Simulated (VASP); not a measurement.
# Ge (P6_3/mmc) in VASP: a series of runs

The runs below take Ge through single point, with PBEsol.

All numbers are computed with VASP 6.6.1; they aren't measurements. Logs are shortened: lines on timing, memory, paths and dates and some standing lists are left out, and cuts for length are marked.

## 1. The cell of the first run

The structure is hexagonal, space group P6_3/mmc (No. 194). The conventional cell has a = 2.988 Å, b = 2.988 Å, c = 9.553 Å, α = 90.00°, β = 90.00°, γ = 120.00°. Within 3.9 Å of Ge (site symmetry -3m) lie 12 Ge at 2.95 to 2.99 Å. Within 3.9 Å of Ge (site symmetry -6m2) lie 12 Ge at 2.95 to 2.99 Å.

This isn't the form of Ge at room conditions, which is diamond.

## 2. Single point, PBEsol

INCAR reads:

```
  PREC = Accurate
  ENCUT = 520
  EDIFF = 1E-6
  ISMEAR = -1
  SIGMA = 0.1
  LREAL = False
  LASPH = True
  NELM = 100
  ALGO = Normal
  ISIF = 2
  LWAVE = False
  LCHARG = True
  GGA = PS
  LELF = True
  LVHAR = True
  NBANDS = 36
```

KPOINTS reads:

```
Automatic mesh
0
Gamma
  12 12 4
```

POSCAR reads:

```
Ge
1.0
    2.9879111370      0.0000000000      0.0000000000
   -1.4939555685      2.5876069489      0.0000000000
    0.0000000000      0.0000000000      9.5533763010
Ge
4
Direct
    0.0000000000      0.0000000000      1.0000000000
    0.0000000000      0.0000000000      0.5000000000
    0.3333333333      0.6666666667      0.2500000000
    0.6666666667      0.3333333333      0.7500000000
```

Potentials or basis: VASP PAW PBE potentials, release 64 (Ge_d).

Command:

```bash
cat potpaw_PBE.64/Ge_d/POTCAR > POTCAR
mpirun -np 1 vasp_std > vasp.out
```

OUTCAR:

```text
PREC = Accurate
   ENCUT = 520
   EDIFF = 1E-6
   ISMEAR = -1
   LREAL = False
   LASPH = True
   NELM = 100
   ISIF = 2
   GGA = PS

 ion  position               nearest neighbor table
   1  0.000  0.000  0.000-
   2  0.000  0.000  0.500-
   3  0.333  0.667  0.250-
   4  0.667  0.333  0.750-

  LATTYP: Found a hexagonal cell.
 ALAT       =     2.9879111370
 C/A-ratio  =     3.1973428469

  Lattice vectors:

 A1 = (   2.9879111370,   0.0000000000,   0.0000000000)
 A2 = (  -1.4939555685,   2.5876069489,   0.0000000000)
 A3 = (   0.0000000000,   0.0000000000,   9.5533763010)

Analysis of symmetry for initial positions (statically):
=====================================================================
 Subroutine PRICEL returns:
 Original cell was already a primitive cell.

 Routine SETGRP: Setting up the symmetry group for a
 hexagonal supercell.

 Subroutine GETGRP returns: Found 24 space group operations
 (whereof 12 operations were pure point group operations)
 out of a pool of 24 trial point group operations.

The static configuration has the point symmetry D_3d.
 The point group associated with its full space group is D_6h.

Analysis of symmetry for dynamics (positions and initial velocities):
=====================================================================
 Subroutine PRICEL returns:
 Original cell was already a primitive cell.

 Routine SETGRP: Setting up the symmetry group for a
 hexagonal supercell.

 Subroutine GETGRP returns: Found 24 space group operations
 (whereof 12 operations were pure point group operations)
 out of a pool of 24 trial point group operations.

The dynamic configuration has the point symmetry D_3d.
 The point group associated with its full space group is D_6h.

 Subroutine INISYM returns: Found 24 space group operations
 (whereof 12 operations are pure point group operations),
 and found     1 'primitive' translations

----------------------------------------------------------------------------------------

                                     Primitive cell

  volume of cell :      73.8623

  direct lattice vectors                    reciprocal lattice vectors
     2.987911137  0.000000000  0.000000000     0.334681975  0.193228728  0.000000000
    -1.493955569  2.587606949  0.000000000     0.000000000  0.386457457  0.000000000
     0.000000000  0.000000000  9.553376301     0.000000000  0.000000000  0.104675035

  length of vectors
     2.987911137  2.987911137  9.553376301     0.386457457  0.386457457  0.104675035

  position of ions in fractional coordinates (direct lattice)
     0.000000000  0.000000000  0.000000000
     0.000000000  0.000000000  0.500000000
     0.333333333  0.666666667  0.250000000
     0.666666667  0.333333333  0.750000000

  ion indices of the primitive-cell ions
   primitive index   ion index
                 1           1
                 2           2
                 3           3
                 4           4

----------------------------------------------------------------------------------------

 KPOINTS: Automatic mesh

Automatic generation of k-mesh.
 Grid dimensions read from file:
 generate k-points for:   12   12    4

 Generating k-lattice:

  Cartesian coordinates                     Fractional coordinates (reciprocal lattice)
     0.027890165  0.016102394  0.000000000     0.083333333  0.000000000  0.000000000
     0.000000000  0.032204788  0.000000000     0.000000000  0.083333333  0.000000000
     0.000000000  0.000000000  0.026168759     0.000000000  0.000000000  0.250000000

  Length of vectors
     0.032204788  0.032204788  0.026168759

  Shift w.r.t. Gamma in fractional coordinates (k-lattice)
     0.000000000  0.000000000  0.000000000

 Subroutine IBZKPT returns following result:
 ===========================================

 Found     57 irreducible k-points:

 Following reciprocal coordinates:
            Coordinates               Weight
  0.000000  0.000000  0.000000      1.000000
  0.083333  0.000000  0.000000      6.000000
  0.166667  0.000000  0.000000      6.000000
  0.250000  0.000000  0.000000      6.000000
  0.333333  0.000000  0.000000      6.000000
  0.416667  0.000000  0.000000      6.000000
[... 16 lines left out ...]
  0.250000  0.000000  0.250000     12.000000
  0.333333  0.000000  0.250000     12.000000
 [... further k-points ...]
   k-points           NKPTS =     57   k-points in BZ     NKDIM =     57   number of bands    NBANDS=     36
   number of dos      NEDOS =    301   number of ions     NIONS =      4
   total plane-waves  NPLWV =  41472
   dimension x,y,z NGX =    24 NGY =   24 NGZ =   72
   dimension x,y,z NGXF=    48 NGYF=   48 NGZF=  144
   ions per type =               4
   NGX,Y,Z   is equivalent  to a cutoff of  13.35, 13.35, 12.53 a.u.
   NGXF,Y,Z  is equivalent  to a cutoff of  26.71, 26.71, 25.06 a.u.
 SYSTEM =  unknown system
   PREC   = accura    normal or accurate (medium, high low for compatibility)
   ISTART =      0    job   : 0-new  1-cont  2-samecut
   ICHARG =      2    charge: 1-file 2-atom 10-const
   ISPIN  =      1    spin polarized calculation?
   LNONCOLLINEAR =      F non collinear calculations
   LSORBIT =      F    spin-orbit coupling
   LASPH  =      T    aspherical Exc in radial PAW
   ENCUT  =  520.0 eV  38.22 Ry    6.18 a.u.   5.56  5.56 17.76*2*pi/ulx,y,z
   NELM   =    100;   NELMIN=  2; NELMDL= -5     # of ELM steps
   EDIFF  = 0.1E-05   stopping-criterion for ELM
   LREAL  =      F    real-space projection
   EDIFFG = 0.1E-04   stopping-criterion for IOM
   NSW    =      0    number of steps for IOM
   IBRION =     -1    ionic relax: 0-MD 1-quasi-New 2-CG
   NFREE  =      0    steps in history (QN), initial steepest desc. (CG)
   ISIF   =      2    stress and relaxation
   ISYM   =      2    0-nonsym 1-usesym 2-fastsym
   POTIM  = 0.5000    time-step for ionic-motion
   TEBEG  =    0.0;   TEEND  =   0.0 temperature during run
   PSTRESS=    0.0 pullay stress
   NELECT =      56.0000    total number of electrons
   NUPDOWN=      -1.0000    fix difference up-down
   EMIN   =  10.00;   EMAX   =-10.00  energy-range for DOS
   EFERMI =   0.00;   METHOD = LEGACY
   ISMEAR =    -1;   SIGMA  =   0.10  broadening in eV -4-tet -1-fermi 0-gaus
   EFERMI_NEDOS =   21; number of points for ismear=-14 and -15
   IALGO  =     38    algorithm
   IMIX   =      4    mixing-type and parameters
     AMIX     =   0.40;   BMIX     =  1.00
     AMIX_MAG =   1.60;   BMIX_MAG =  1.00
  volume/ion in A,a.u.               =      18.47       124.61
  Fermi-wavevector in a.u.,A,eV,Ry     =   1.492783  2.820950 30.319219  2.228400
  Thomas-Fermi vector in A             =   2.605267
   LORBIT       =      0    0 simple, 1 ext, 2 COOP (PROOUT), +10 PAW based schemes
   GGA     = PS    functional components
   LHFCALC =     F    Hartree Fock is set to
   AEXX    =    0.0000 exact exchange contribution
   IVDW    =     0    specifies the selected vdW correction
   LEPSILON=     F    determine dielectric tensor
   LRPA    =     F    only Hartree local field effects (RPA)
 non-spin polarized calculation
  energy-cutoff  :      520.00
  volume of cell :       73.86
 maximum number of plane-waves:      2034
 NGX is ok and might be reduce to    24
   NGX = 11   NGY = 11   NGZ = 35

 number of electron      55.9999992 magnetization

 Free energy of the ion-electron system (eV)
  ---------------------------------------------------
  ext. energy  EPLUGINS =         0.00000000
  ---------------------------------------------------
  free energy    TOTEN  =       -18.63394420 eV

  energy without entropy =      -18.56954381  energy(sigma->0) =      -18.60174400

 E-fermi :   6.8766     XC(G=0): -11.5459

 val. band max:        6.8480311842   @ k =   0.1667   0.1667   0.0000
 cond. band min:       6.8823153406   @ k =   0.4167   0.1667   0.0000
 fundamental gap:      0.0342841565
 Fermi energy:         6.8765581879

 k-point     1 :       0.0000    0.0000    0.0000
  band No.  band energies     occupation
      1     -17.7699      2.00000
      2     -17.7666      2.00000
      3     -17.7637      2.00000
      4     -17.7637      2.00000
      5     -17.7635      2.00000
      6     -17.7635      2.00000
[... 28 lines left out ...]
     35      15.7374      0.00000
     36      16.5027      0.00000

 k-point     2 :       0.0833    0.0000    0.0000
  band No.  band energies     occupation
      1     -17.7703      2.00000
      2     -17.7685      2.00000
      3     -17.7649      2.00000
      4     -17.7618      2.00000
      5     -17.7598      2.00000
      6     -17.7593      2.00000
[... 28 lines left out ...]
     35      15.8978      0.00000
     36      16.1648      0.00000

 k-point     3 :       0.1667    0.0000    0.0000
  band No.  band energies     occupation
      1     -17.7809      2.00000
      2     -17.7734      2.00000
      3     -17.7703      2.00000
      4     -17.7585      2.00000
      5     -17.7547      2.00000
      6     -17.7532      2.00000
[... 28 lines left out ...]
     35      15.1526      0.00000
     36      15.7198      0.00000

 k-point     4 :       0.2500    0.0000    0.0000
  band No.  band energies     occupation
      1     -17.7949      2.00000
      2     -17.7799      2.00000
      3     -17.7790      2.00000
      4     -17.7605      2.00000
      5     -17.7594      2.00000
      6     -17.7535      2.00000
[... 28 lines left out ...]
     35      13.5851      0.00000
     36      14.9732      0.00000

 k-point     5 :       0.3333    0.0000    0.0000
  band No.  band energies     occupation
      1     -17.8079      2.00000
      2     -17.7894      2.00000
      3     -17.7853      2.00000
      4     -17.7698      2.00000
      5     -17.7647      2.00000
      6     -17.7587      2.00000
[... 655 lines left out ...]
 k-point    22 :       0.1667    0.0000    0.2500
  band No.  band energies     occupation
      1     -17.7807      2.00000
      2     -17.7765      2.00000
      3     -17.7669      2.00000
      4     -17.7580      2.00000
      5     -17.7548      2.00000
      6     -17.7511      2.00000
[... 28 lines left out ...]
     35      14.8862      0.00000
     36      15.4351      0.00000

 k-point    23 :       0.2500    0.0000    0.2500
  band No.  band energies     occupation
      1     -17.7941      2.00000
      2     -17.7862      2.00000
      3     -17.7722      2.00000
      4     -17.7600      2.00000
      5     -17.7560      2.00000
      6     -17.7507      2.00000
[... 28 lines left out ...]
     35      13.7810      0.00000
     36      14.7703      0.00000

 k-point    24 :       0.3333    0.0000    0.2500
  band No.  band energies     occupation
      1     -17.8065      2.00000
      2     -17.7953      2.00000
      3     -17.7789      2.00000
      4     -17.7667      2.00000
      5     -17.7633      2.00000
      6     -17.7552      2.00000
[... 28 lines left out ...]
     35      12.8490      0.00000
     36      14.1677      0.00000

 [... further k-points ...]

------------------------ aborting loop because EDIFF is reached ----------------------------------------

  FORCE on cell =-STRESS in cart. coord.  units (eV):
  Direction    XX          YY          ZZ          XY          YZ          ZX
  --------------------------------------------------------------------------------------
  -------------------------------------------------------------------------------------
  Total        0.0388423      0.0388423      0.0259669      0.0000000     -0.0000000      0.0000000
  in kB        0.8425444      0.8425444      0.5632597      0.0000000     -0.0000000      0.0000000
  external PRESSURE =       0.7494495 kB  Pullay stress =       0.0000000 kB

 VOLUME and BASIS-vectors are now :
 -----------------------------------------------------------------------------
  energy-cutoff  :      520.00
  volume of cell :       73.86
      direct lattice vectors                 reciprocal lattice vectors
     2.987911137  0.000000000  0.000000000     0.334681975  0.193228728  0.000000000
    -1.493955569  2.587606949  0.000000000     0.000000000  0.386457457  0.000000000
     0.000000000  0.000000000  9.553376301     0.000000000  0.000000000  0.104675035

 POSITION                                       TOTAL-FORCE (eV/Angst)
 -----------------------------------------------------------------------------------
      0.00000      0.00000      0.00000         0.000000      0.000000      0.000000
      0.00000      0.00000      4.77669         0.000000      0.000000      0.000000
     -0.00000      1.72507      2.38834        -0.000000      0.000000      0.000000
      1.49396      0.86254      7.16503         0.000000     -0.000000     -0.000000
 -----------------------------------------------------------------------------------
    total drift:                               -0.000000      0.000000      0.000000

  FREE ENERGIE OF THE ION-ELECTRON SYSTEM (eV)
  ---------------------------------------------------
  free  energy   TOTEN  =       -18.6339442009 eV

  energy  without entropy=      -18.5695438067  energy(sigma->0) =      -18.60174400
```

It took 87 s on 1 thread of Intel Xeon Platinum 8488C (Sapphire Rapids), shared host; peak memory 0.25 GiB.

What came out:

```yaml
Free_energy: -18.6339 eV
Pressure: 0.1 GPa
Band_gap_on_the_k_mesh: zero (bands 28 and 29 overlap by 9.92 eV)
```

Levels at points of the mesh, in eV from the Fermi level:
```tsv
k point	band 24	band 25	band 26	band 27	band 28	band 29	band 30	band 31	band 32	band 33
(0.00, 0.00, 0.00)	-7.66	-5.59	1.60	1.61	6.70	6.70	7.54	7.54	7.75	7.75
(0.50, 0.00, 0.00)	-6.24	-5.39	-5.04	-2.11	-1.67	-0.43	0.52	2.48	4.10	4.10
(0.00, 0.00, 0.50)	-9.70	-2.75	-2.75	6.45	6.45	6.96	6.96	6.96	6.96	8.44
(0.50, 0.00, 0.50)	-6.93	-4.11	-4.11	-3.51	-3.51	1.94	1.94	2.90	2.90	3.50
```

Caveat: the PAW data sets were made with another functional, which shifts forces and pressure a little.

## 3. Single point, PBEsol (16.25 Å³/atom)

This run uses another cell than the first one, of 16.25 Å³/atom.

INCAR reads:

```
PREC = Accurate
ENCUT = 520
EDIFF = 1E-7
ISMEAR = -1
SIGMA = 0.1
LREAL = False
LASPH = True
NELM = 80
ALGO = Normal
ISIF = 2
LWAVE = False
LCHARG = False
GGA = PS
NBANDS = 36
```

KPOINTS reads:

```
Automatic mesh
0
Gamma
  16 16 5
```

POSCAR reads:

```
Ge
1.0
    2.8632673506      0.0000000000      0.0000000000
   -1.4316336753      2.4796622634      0.0000000000
    0.0000000000      0.0000000000      9.1548473821
Ge
4
Direct
    0.0000000000      0.0000000000      1.0000000000
    0.0000000000      0.0000000000      0.5000000000
    0.3333333333      0.6666666667      0.2500000000
    0.6666666667      0.3333333333      0.7500000000
```

Potentials or basis: VASP PAW PBE potentials, release 64 (Ge_d).

Command:

```bash
cat potpaw_PBE.64/Ge_d/POTCAR > POTCAR
mpirun -np 1 vasp_std > vasp.out
```

Run time: 2.3 min. Hardware: 1 thread of Intel Xeon Platinum 8488C (Sapphire Rapids), shared host; peak memory 0.28 GiB.

The run converged. Its results:

| Item | Value |
| --- | --- |
| Free energy | -18.3209 eV |
| Pressure | 12.6 GPa |
| Band gap on the k mesh | zero (bands 28 and 29 overlap by 10.97 eV) |

Stress tensor (GPa, compression positive):
```
12.00  0.00  0.00
 0.00 12.00  0.00
 0.00  0.00 13.66
```

Levels at points of the mesh, in eV from the Fermi level:
| k point | band 25 | band 26 | band 27 | band 28 | band 29 | band 30 | band 31 | band 32 |
| --- | --- | --- | --- | --- | --- | --- | --- | --- |
| (0.00, 0.00, 0.00) | -6.51 | 1.77 | 1.77 | 7.52 | 7.52 | 8.44 | 8.44 | 8.74 |
| (0.50, 0.00, 0.00) | -6.25 | -5.88 | -2.07 | -1.79 | -0.74 | 0.31 | 2.61 | 4.43 |

Caveat: the cell stands under pressure; the PAW data sets were made with another functional, which shifts forces and pressure a little.

The gap in the log of VASP goes by the Fermi energy; the results here count the filled bands.